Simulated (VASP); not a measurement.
# AgB2 in VASP: a series of runs, part 2 of 4

VASP 6.6.1. The steps go on from the part before.

### 3 Electric field gradients, PBEsol (volume scaled by 0.99)

The input, INCAR:

```
SYSTEM = AgB2
PREC = Accurate
ENCUT = 520
EDIFF = 1E-8
ISMEAR = -1
SIGMA = 0.05
LREAL = .FALSE.
LASPH = .TRUE.
NELM = 80
ALGO = Normal
ISIF = 2
LWAVE = .FALSE.
LCHARG = .FALSE.
GGA = PS
LEFG = .TRUE.
NBANDS = 16
```

The input, KPOINTS:

```
Automatic mesh
0
G
  16 16 13
  0 0 0
```

The input, POSCAR:

```
AgB2
1.0
    2.9899681152      0.0000000000      0.0000000000
   -1.4949840577      2.5893883443      0.0000000000
    0.0000000000      0.0000000000      3.2291637987
Ag B
1 2
Direct
    0.0000000000      0.0000000000      0.0000000000
    0.3333333333      0.6666666667      0.5000000000
    0.6666666667      0.3333333333      0.5000000000
```

Potentials or basis: VASP PAW PBE potentials, release 64 (Ag, B).

On the command line:

```sh
$ cat potpaw_PBE.64/Ag/POTCAR potpaw_PBE.64/B/POTCAR > POTCAR
$ mpirun -np 1 vasp_std > vasp.out
```

OUTCAR:

```text
SYSTEM = AgB2
   PREC = Accurate
   ENCUT = 520
   EDIFF = 1E-8
   ISMEAR = -1
   LREAL = .FALSE.
   LASPH = .TRUE.
   NELM = 80
   ISIF = 2
   GGA = PS

 ion  position               nearest neighbor table
   1  0.000  0.000  0.000-   2 2.36   3 2.36   2 2.36   3 2.36   3 2.36   3 2.36   2 2.36   2 2.36
                             3 2.36   3 2.36   2 2.36   2 2.36
   2  0.333  0.667  0.500-   3 1.73   3 1.73   3 1.73   1 2.36   1 2.36   1 2.36   1 2.36   1 2.36
                             1 2.36
   3  0.667  0.333  0.500-   2 1.73   2 1.73   2 1.73   1 2.36   1 2.36   1 2.36   1 2.36   1 2.36
                             1 2.36

  LATTYP: Found a hexagonal cell.
 ALAT       =     2.9899681152
 C/A-ratio  =     1.0799994095

  Lattice vectors:

 A1 = (   2.9899681152,   0.0000000000,   0.0000000000)
 A2 = (  -1.4949840577,   2.5893883443,   0.0000000000)
 A3 = (   0.0000000000,   0.0000000000,   3.2291637987)

Analysis of symmetry for initial positions (statically):
=====================================================================
 Subroutine PRICEL returns:
 Original cell was already a primitive cell.

 Routine SETGRP: Setting up the symmetry group for a
 hexagonal supercell.

 Subroutine GETGRP returns: Found 24 space group operations
 (whereof 24 operations were pure point group operations)
 out of a pool of 24 trial point group operations.

The static configuration has the point symmetry D_6h.

Analysis of symmetry for dynamics (positions and initial velocities):
=====================================================================
 Subroutine PRICEL returns:
 Original cell was already a primitive cell.

 Routine SETGRP: Setting up the symmetry group for a
 hexagonal supercell.

 Subroutine GETGRP returns: Found 24 space group operations
 (whereof 24 operations were pure point group operations)
 out of a pool of 24 trial point group operations.

The dynamic configuration has the point symmetry D_6h.

 Subroutine INISYM returns: Found 24 space group operations
 (whereof 24 operations are pure point group operations),
 and found     1 'primitive' translations

----------------------------------------------------------------------------------------

                                     Primitive cell

  volume of cell :      25.0008

  direct lattice vectors                    reciprocal lattice vectors
     2.989968115  0.000000000  0.000000000     0.334451727  0.193095795  0.000000000
    -1.494984058  2.589388344  0.000000000     0.000000000  0.386191589  0.000000000
     0.000000000  0.000000000  3.229163799     0.000000000  0.000000000  0.309677694

  length of vectors
     2.989968115  2.989968115  3.229163799     0.386191589  0.386191589  0.309677694

  position of ions in fractional coordinates (direct lattice)
     0.000000000  0.000000000  0.000000000
     0.333333333  0.666666667  0.500000000
     0.666666667  0.333333333  0.500000000

  ion indices of the primitive-cell ions
   primitive index   ion index
                 1           1
                 2           2
                 3           3

[... 87 lines left out ...]
   EFERMI_NEDOS =   21; number of points for ismear=-14 and -15
   IALGO  =     38    algorithm
   IMIX   =      4    mixing-type and parameters
     AMIX     =   0.40;   BMIX     =  1.00
     AMIX_MAG =   1.60;   BMIX_MAG =  1.00
  volume/ion in A,a.u.               =       8.33        56.24
  Fermi-wavevector in a.u.,A,eV,Ry     =   1.439593  2.720437 28.197113  2.072429
  Thomas-Fermi vector in A             =   2.558432
   LORBIT       =      0    0 simple, 1 ext, 2 COOP (PROOUT), +10 PAW based schemes
   GGA     = PS    functional components
   LHFCALC =     F    Hartree Fock is set to
   AEXX    =    0.0000 exact exchange contribution
   IVDW    =     0    specifies the selected vdW correction
   LEPSILON=     F    determine dielectric tensor
   LRPA    =     F    only Hartree local field effects (RPA)
 non-spin polarized calculation
  energy-cutoff  :      520.00
  volume of cell :       25.00
 maximum number of plane-waves:       702
 NGX is ok and might be reduce to    24
   NGX = 11   NGY = 11   NGZ = 13

 number of electron      16.9999992 magnetization

 Free energy of the ion-electron system (eV)
  ---------------------------------------------------
  ext. energy  EPLUGINS =         0.00000000
  ---------------------------------------------------
  free energy    TOTEN  =       -14.73682078 eV

  energy without entropy =      -14.72525213  energy(sigma->0) =      -14.73103645

 E-fermi :  10.8137     XC(G=0): -13.4799

 val. band max:       10.8064735460   @ k =   0.3750   0.0000   0.3846
 cond. band min:      10.8165927104   @ k =   0.1875   0.0000   0.3846
 fundamental gap:      0.0101191645
 Fermi energy:        10.8137122243

 k-point     1 :       0.0000    0.0000    0.0000
  band No.  band energies     occupation
      1      -3.7238      2.00000
      2       3.5243      2.00000
      3       4.0785      2.00000
      4       4.0785      2.00000
      5       5.6709      2.00000
      6       5.6709      2.00000
[... 433 lines left out ...]
      3       3.5875      2.00000
      4       3.7325      2.00000
      5       5.0537      2.00000
      6       5.4772      2.00000
[... 8 lines left out ...]
     15      25.0442      0.00000
     16      26.2890      0.00000

 [... further k-points ...]

------------------------ aborting loop because EDIFF is reached ----------------------------------------

  FORCE on cell =-STRESS in cart. coord.  units (eV):
  Direction    XX          YY          ZZ          XY          YZ          ZX
  --------------------------------------------------------------------------------------
  -------------------------------------------------------------------------------------
  Total        6.2820479      6.2820479     11.1528247     -0.0000000      0.0000000     -0.0000000
  in kB      402.5853826    402.5853826    714.7293859     -0.0000000      0.0000000     -0.0000000
  external PRESSURE =     506.6333837 kB  Pullay stress =       0.0000000 kB

 VOLUME and BASIS-vectors are now :
 -----------------------------------------------------------------------------
  energy-cutoff  :      520.00
  volume of cell :       25.00
      direct lattice vectors                 reciprocal lattice vectors
     2.989968115  0.000000000  0.000000000     0.334451727  0.193095795  0.000000000
    -1.494984058  2.589388344  0.000000000     0.000000000  0.386191589  0.000000000
     0.000000000  0.000000000  3.229163799     0.000000000  0.000000000  0.309677694

 POSITION                                       TOTAL-FORCE (eV/Angst)
 -----------------------------------------------------------------------------------
      0.00000      0.00000      0.00000         0.000000      0.000000      0.000000
     -0.00000      1.72626      1.61458         0.000000     -0.000000      0.000000
      1.49498      0.86313      1.61458        -0.000000      0.000000      0.000000
 -----------------------------------------------------------------------------------
    total drift:                               -0.000000      0.000000      0.000000

  FREE ENERGIE OF THE ION-ELECTRON SYSTEM (eV)
  ---------------------------------------------------
  free  energy   TOTEN  =       -14.7368207756 eV

  energy  without entropy=      -14.7252521294  energy(sigma->0) =      -14.73103645

 Electric field gradients (V/A^2)
---------------------------------------------------------------------
 ion       V_xx      V_yy      V_zz      V_xy      V_xz      V_yz
---------------------------------------------------------------------
   1      36.839    36.838   -73.677    -0.000    -0.000     0.000
   2     -14.971   -14.971    29.943    -0.000     0.000    -0.000
   3     -14.971   -14.971    29.943    -0.000     0.000    -0.000
---------------------------------------------------------------------

 Electric field gradients after diagonalization (V/A^2)
 (convention: |V_zz| > |V_xx| > |V_yy|)
----------------------------------------------------------------------
 ion       V_xx      V_yy      V_zz     asymmetry (V_yy - V_xx)/ V_zz
----------------------------------------------------------------------
   1      36.839    36.838   -73.677       0.000
   2     -14.971   -14.971    29.943       0.000
   3     -14.971   -14.971    29.943       0.000
----------------------------------------------------------------------

           NMR quadrupolar parameters

 Cq : quadrupolar parameter    Cq=e*Q*V_zz/h
 eta: asymmetry parameters     (V_yy - V_xx)/ V_zz
 Q  : nuclear electric quadrupole moment in mb (millibarn)
----------------------------------------------------------------------
 ion       Cq(MHz)       eta       Q (mb)
----------------------------------------------------------------------
   1      -0.178       0.000       1.000
   2       0.072       0.000       1.000
   3       0.072       0.000       1.000
----------------------------------------------------------------------
```

Run time: 75 s. Hardware: 1 thread of Intel Xeon Platinum 8175M at 2.50GHz (Skylake/Cascade Lake), shared host; peak memory 0.2 GiB.

Results:

```yaml
Free_energy: -14.7368 eV
Pressure: 50.7 GPa
```

Electric field gradients, principal values (V/Å²):
```tsv
atom	least	middle	greatest (by size)
1 Ag	36.838	36.839	-73.677
2 B	-14.971	-14.971	29.943
3 B	-14.971	-14.971	29.943
```

Caveat: without QUAD_EFG the Cq values of the log hold for a quadrupole moment of 1 mb, not for the nuclei; the PAW data sets were made with another functional, which shifts forces and pressure a little.

### 4 Electric field gradients, PBEsol (volume scaled by 0.99)

The input, INCAR:

```
ALGO = Normal
EDIFF = 1E-8
ENCUT = 520
GGA = PS
ISIF = 2
ISMEAR = -1
LASPH = T
LCHARG = F
LEFG = T
LREAL = F
LWAVE = F
NBANDS = 16
NELM = 80
PREC = Accurate
SIGMA = 0.05
```

The input, KPOINTS:

```
k-points
0
Gamma
  16 16 13
```

POSCAR is that of step 3.

Potentials or basis: VASP PAW PBE potentials, release 64 (Ag, B).

On the command line:

```sh
$ cat potpaw_PBE.64/Ag/POTCAR potpaw_PBE.64/B/POTCAR > POTCAR
$ mpirun -np 1 vasp_std > vasp.out
```

OUTCAR:

```text
EDIFF = 1E-8
   ENCUT = 520
   GGA = PS
   ISIF = 2
   ISMEAR = -1
   LASPH = T
   LREAL = F
   NELM = 80
   PREC = Accurate

 ion  position               nearest neighbor table
   1  0.000  0.000  0.000-   2 2.36   3 2.36   2 2.36   3 2.36   3 2.36   3 2.36   2 2.36   2 2.36
                             3 2.36   3 2.36   2 2.36   2 2.36
   2  0.333  0.667  0.500-   3 1.73   3 1.73   3 1.73   1 2.36   1 2.36   1 2.36   1 2.36   1 2.36
                             1 2.36
   3  0.667  0.333  0.500-   2 1.73   2 1.73   2 1.73   1 2.36   1 2.36   1 2.36   1 2.36   1 2.36
                             1 2.36

  LATTYP: Found a hexagonal cell.
 ALAT       =     2.9899681152
 C/A-ratio  =     1.0799994095

  Lattice vectors:

 A1 = (   2.9899681152,   0.0000000000,   0.0000000000)
 A2 = (  -1.4949840577,   2.5893883443,   0.0000000000)
 A3 = (   0.0000000000,   0.0000000000,   3.2291637987)

Analysis of symmetry for initial positions (statically):
=====================================================================
 Subroutine PRICEL returns:
 Original cell was already a primitive cell.

 Routine SETGRP: Setting up the symmetry group for a
 hexagonal supercell.

 Subroutine GETGRP returns: Found 24 space group operations
 (whereof 24 operations were pure point group operations)
 out of a pool of 24 trial point group operations.

The static configuration has the point symmetry D_6h.

Analysis of symmetry for dynamics (positions and initial velocities):
=====================================================================
 Subroutine PRICEL returns:
 Original cell was already a primitive cell.

[... 166 lines left out ...]
      1      -3.7238      2.00000
      2       3.5243      2.00000
      3       4.0785      2.00000
      4       4.0785      2.00000
      5       5.6709      2.00000
      6       5.6709      2.00000
[... 433 lines left out ...]
      3       3.5875      2.00000
      4       3.7325      2.00000
      5       5.0537      2.00000
      6       5.4772      2.00000
[... 8 lines left out ...]
     15      25.0442      0.00000
     16      26.2890      0.00000

 [... further k-points ...]
[... 5 lines left out ...]
  --------------------------------------------------------------------------------------
  -------------------------------------------------------------------------------------
  Total        6.2820479      6.2820479     11.1528247     -0.0000000      0.0000000     -0.0000000
  in kB      402.5853826    402.5853826    714.7293859     -0.0000000      0.0000000     -0.0000000
  external PRESSURE =     506.6333837 kB  Pullay stress =       0.0000000 kB

 VOLUME and BASIS-vectors are now :
 -----------------------------------------------------------------------------
  energy-cutoff  :      520.00
  volume of cell :       25.00
      direct lattice vectors                 reciprocal lattice vectors
     2.989968115  0.000000000  0.000000000     0.334451727  0.193095795  0.000000000
    -1.494984058  2.589388344  0.000000000     0.000000000  0.386191589  0.000000000
     0.000000000  0.000000000  3.229163799     0.000000000  0.000000000  0.309677694

 POSITION                                       TOTAL-FORCE (eV/Angst)
 -----------------------------------------------------------------------------------
      0.00000      0.00000      0.00000         0.000000      0.000000      0.000000
     -0.00000      1.72626      1.61458         0.000000     -0.000000      0.000000
      1.49498      0.86313      1.61458        -0.000000      0.000000      0.000000
 -----------------------------------------------------------------------------------
    total drift:                               -0.000000      0.000000      0.000000

  FREE ENERGIE OF THE ION-ELECTRON SYSTEM (eV)
  ---------------------------------------------------
  free  energy   TOTEN  =       -14.7368207756 eV

  energy  without entropy=      -14.7252521294  energy(sigma->0) =      -14.73103645

 Electric field gradients (V/A^2)
---------------------------------------------------------------------
 ion       V_xx      V_yy      V_zz      V_xy      V_xz      V_yz
---------------------------------------------------------------------
   1      36.839    36.838   -73.677    -0.000    -0.000     0.000
   2     -14.971   -14.971    29.943    -0.000     0.000    -0.000
   3     -14.971   -14.971    29.943    -0.000     0.000    -0.000
---------------------------------------------------------------------

 Electric field gradients after diagonalization (V/A^2)
 (convention: |V_zz| > |V_xx| > |V_yy|)
----------------------------------------------------------------------
 ion       V_xx      V_yy      V_zz     asymmetry (V_yy - V_xx)/ V_zz
----------------------------------------------------------------------
   1      36.839    36.838   -73.677       0.000
   2     -14.971   -14.971    29.943       0.000
   3     -14.971   -14.971    29.943       0.000
----------------------------------------------------------------------

           NMR quadrupolar parameters

 Cq : quadrupolar parameter    Cq=e*Q*V_zz/h
 eta: asymmetry parameters     (V_yy - V_xx)/ V_zz
 Q  : nuclear electric quadrupole moment in mb (millibarn)
----------------------------------------------------------------------
 ion       Cq(MHz)       eta       Q (mb)
----------------------------------------------------------------------
   1      -0.178       0.000       1.000
   2       0.072       0.000       1.000
   3       0.072       0.000       1.000
----------------------------------------------------------------------
```

OSZICAR:

```text
N       E                     dE             d eps       ncg     rms          rms(c)
DAV:   1     0.688951987984E+02    0.68895E+02   -0.79588E+03  6824   0.990E+02
DAV:   2    -0.174932142172E+02   -0.86388E+02   -0.79051E+02  8816   0.229E+02
DAV:   3    -0.191910704553E+02   -0.16979E+01   -0.16926E+01  7504   0.326E+01
DAV:   4    -0.191951714555E+02   -0.41010E-02   -0.41008E-02  9008   0.173E+00
DAV:   5    -0.191951948874E+02   -0.23432E-04   -0.23432E-04  7584   0.127E-01    0.194E+01
DAV:   6    -0.150694749675E+02    0.41257E+01   -0.85088E+00  7848   0.465E+01    0.168E+01
DAV:   7    -0.148033350858E+02    0.26614E+00   -0.15477E+00  7144   0.138E+01    0.822E+00
DAV:   8    -0.147396853716E+02    0.63650E-01   -0.10521E-01  8432   0.274E+00    0.168E+00
DAV:   9    -0.147378667644E+02    0.18186E-02   -0.50402E-03  7840   0.921E-01    0.182E-01
DAV:  10    -0.147368151022E+02    0.10517E-02   -0.15795E-03  7424   0.380E-01    0.708E-02
DAV:  11    -0.147368207373E+02   -0.56350E-05   -0.94149E-05  7632   0.778E-02    0.118E-02
DAV:  12    -0.147368208247E+02   -0.87411E-07   -0.14867E-06  8632   0.150E-02    0.367E-03
DAV:  13    -0.147368207764E+02    0.48214E-07   -0.21016E-07  7776   0.491E-03    0.105E-03
DAV:  14    -0.147368207756E+02    0.81855E-09   -0.12719E-08  5872   0.862E-04
   1 F= -.14736821E+02 E0= -.14731036E+02  d E =-.115686E-01
```

It took 68 s on 1 thread of Intel Xeon Platinum 8175M at 2.50GHz (Skylake/Cascade Lake), shared host; peak memory 0.21 GiB.

Results:

* Free energy: -14.7368 eV
* Pressure: 50.7 GPa

Electric field gradients, principal values (V/Å²):
```csv
atom,least,middle,greatest (by size)
1 Ag,36.838,36.839,-73.677
2 B,-14.971,-14.971,29.943
3 B,-14.971,-14.971,29.943
```

Caveat: without QUAD_EFG the Cq values of the log hold for a quadrupole moment of 1 mb, not for the nuclei; the PAW data sets were made with another functional, which shifts forces and pressure a little.

(Continued in part 3 of 4.)
